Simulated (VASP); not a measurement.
Runs of VASP 6.6.1 on Ge. The structure is that of space group Imma (No. 74), or close to it. The cells are those of the table. 

| cell | gap on the mesh (eV) | pressure (GPa) | largest force (eV/Å) |
| --- | --- | --- | --- |
| a = 3.848 Å, angles 100.8, 94.7, 136.9°, 2 atoms | none | (b) | 0.05 |
| a = 3.888 Å, angles 100.8, 94.7, 136.9°, 2 atoms | none | -1.1 | 0.06 |
| a = 3.966 Å, angles 100.8, 94.7, 136.9°, 2 atoms | none | (a) | 0.06 |
| a = 3.927 Å, angles 100.8, 94.7, 136.9°, 2 atoms | none | -3.2 | 0.06 |
| a = 4.004 Å, angles 100.8, 94.7, 136.9°, 2 atoms | none | -6.4 | 0.06 |

Alike in all rows: task single point; level PBEsol; potentials or basis VASP PAW PBE potentials, release 64 (Ge_d); no spin polarisation; k mesh 11 × 11 × 11; cutoff (eV) 520; smearing fermi-dirac 0.05 eV.

Q: Fill in the values left out.

A: (a) -4.9; (b) 1.5.

Caveats: the PAW data sets were made with another functional, which shifts forces and pressure a little.

A k mesh can miss the band edges, and the runs leave out spin-orbit coupling on Ge.

A gap of «none» marks levels without a gap at the run's occupations.
